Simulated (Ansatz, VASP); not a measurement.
One calculation of SnO, two programs

```
Sn O
1.0
     3.67110    0.00000    0.00000
     0.00000    3.67110    0.00000
     0.00000    0.00000    4.86930
Sn O
2 2
Cartesian
  0.0000 1.8356 1.1806
  1.8356 0.0000 3.6887
  0.0000 0.0000 0.0000
  1.8356 1.8356 0.0000
```

Alike in both runs: task single point; functional PBEsol; k mesh 10 × 10 × 8; occupations gaussian, width 0.15 eV; no spin polarisation.

```csv
,VASP,Ansatz
version,VASP 6.6.1,Ansatz 0.2.0
potentials or method,"VASP PAW PBE potentials, release 64 (Sn_d, O), cutoff 520 eV","scalar-relativistic, plane waves, PAW"
valence electrons in the cell,40,40
```

VASP gave:

| Item | Value |
| --- | --- |
| gap on the k mesh at the Fermi level (eV) | none |
| pressure (GPa) | 6.4 |
| traceless stress, the component that is largest in VASP (GPa) | -4.14 |
| rms of the force components (eV/Å) | 0.211 |

Task: Which values does Ansatz return?

Result: gap on the k mesh at the Fermi level (eV): none; pressure (GPa): 6.0; traceless stress, the component that is largest in VASP (GPa): -4.17; rms of the force components (eV/Å): 0.165.

VASP's potentials were made for PBE, not for PBEsol, and Ansatz warns of the same on its side. Atom by atom the forces differ by 0.046 eV/Å (rms over components). A gap of «none» marks a metal or a gap that the smearing closes. With one functional, cell and mesh, what is left measures potentials, basis and numerics.
